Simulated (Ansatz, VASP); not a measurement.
**One calculation of BaLiSbS3, two programs**

```
CELL_PARAMETERS angstrom
11.67300 0.00000 0.00000
0.00000 12.16600 0.00000
0.00000 0.00000 8.78000
ATOMIC_POSITIONS crystal
Ba 0.32603 0.47987 0.50000
Ba 0.67397 0.52013 0.50000
Ba 0.82603 0.02013 0.50000
Ba 0.17397 0.97987 0.50000
Ba 0.00599 0.33260 0.00000
Ba 0.99401 0.66740 0.00000
Ba 0.50599 0.16740 0.00000
Ba 0.49401 0.83260 0.00000
Li 0.23542 0.18727 0.24549
Li 0.76458 0.81273 0.24549
Li 0.73542 0.31273 0.75451
Li 0.26458 0.68727 0.75451
Li 0.76458 0.81273 0.75451
Li 0.23542 0.18727 0.75451
Li 0.26458 0.68727 0.24549
Li 0.73542 0.31273 0.24549
Sb 0.30008 0.46605 0.00000
Sb 0.69992 0.53395 0.00000
Sb 0.80008 0.03395 0.00000
Sb 0.19992 0.96605 0.00000
Sb 0.00322 0.28680 0.50000
Sb 0.99678 0.71320 0.50000
Sb 0.50322 0.21320 0.50000
Sb 0.49678 0.78680 0.50000
S 0.26370 0.26657 0.00000
S 0.73630 0.73343 0.00000
S 0.76370 0.23343 0.00000
S 0.23630 0.76657 0.00000
S 0.16398 0.50643 0.20614
S 0.83602 0.49357 0.20614
S 0.66398 0.99357 0.79386
S 0.33602 0.00643 0.79386
S 0.83602 0.49357 0.79386
S 0.16398 0.50643 0.79386
S 0.33602 0.00643 0.20614
S 0.66398 0.99357 0.20614
S 0.02683 0.15509 0.28945
S 0.97317 0.84491 0.28945
S 0.52683 0.34491 0.71055
S 0.47317 0.65509 0.71055
S 0.97317 0.84491 0.71055
S 0.02683 0.15509 0.71055
S 0.47317 0.65509 0.28945
S 0.52683 0.34491 0.28945
S 0.79128 0.27432 0.50000
S 0.20872 0.72568 0.50000
S 0.29128 0.22568 0.50000
S 0.70872 0.77432 0.50000
```

Alike in both runs: functional PBE; k mesh 3 × 3 × 3; occupations fermi-dirac, width 0.02 eV; no spin polarisation.

Ansatz relaxed the structure, and its values are those at the end. VASP's run is a single point on that final structure, the one shown.

```csv
,VASP,Ansatz
version,VASP 6.6.1,Ansatz 0.2.0
potentials or method,"VASP PAW PBE potentials, release 64 (Ba_sv, Li_sv, Sb, S)","plane-wave PAW, scalar-relativistic"
plane-wave cutoff (eV),750,420
valence electrons in the cell,288,368
```

```csv
,VASP,Ansatz,Ansatz less VASP
gap on the k mesh at the Fermi level (eV),1.90,1.92,+0.018
pressure (GPa),1.4,1.1,-0.30
rms of the force components (eV/Å),0.012,0.004,-0.0086
```

VASP's potentials hold 288 valence electrons a cell and Ansatz's 368, so a difference there can come from the potentials and not from the codes. Ansatz's warnings: stress scf threshold loose.

Neither program's run includes spin-orbit coupling.
